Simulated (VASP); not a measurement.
Wanted: the native input for a VASP 6.6.1 run.

- Task: single point
- Functional: PBE
- Potentials or basis: VASP PAW PBE potentials, release 64 (Au)
- Cutoff: 500 eV
- k mesh: 8 × 8 × 8
- Occupations: fermi-dirac, width 0.1 eV
- Spin: no spin polarisation
- Dipole correction: no
- Further INCAR settings: ALGO = Normal; EDIFF = 1e-06; NBANDS = 12

The structure of Au lies in POSCAR:

```
Au
1.0
    0.0000000000      2.0750000000      2.0750000000
    2.0750000000      0.0000000000      2.0750000000
    2.0750000000      2.0750000000      0.0000000000
Au
1
Direct
    0.0000000000      0.0000000000      0.0000000000
```

The input as run:

INCAR

```
SYSTEM = Au
PREC     = Accurate       ! precision mode
ENCUT    = 500            ! plane-wave cutoff, eV
EDIFF    = 1E-6           ! SCF threshold, eV
ISMEAR   = -1             ! smearing method
SIGMA    = 0.1            ! smearing width, eV
LREAL    = .False.        ! projectors in reciprocal space
LASPH    = .True.         ! aspherical terms in the spheres
NELM     = 120            ! most SCF steps
ALGO     = Normal         ! electronic algorithm
ISIF     = 2              ! what is computed and relaxed
LWAVE    = .False.        ! write WAVECAR
LCHARG   = .False.        ! write CHGCAR
GGA      = PE             ! functional
NBANDS   = 12             ! bands
GGA_COMPAT= .False.
```

KPOINTS

```
regular mesh
0
Gamma
  8 8 8
  0 0 0
```

Potentials or basis: VASP PAW PBE potentials, release 64 (Au).

Command:

```bash
$ cat potpaw_PBE.64/Au/POTCAR > POTCAR
$ mpirun -np 1 vasp_std > vasp.out
```

It gave:

```yaml
Pressure: 1.3 GPa
```

Wall time 7.2 s on 1 thread of AMD EPYC 7R13 Processor (Zen 3) (shared host), peak memory 0.11 GiB.
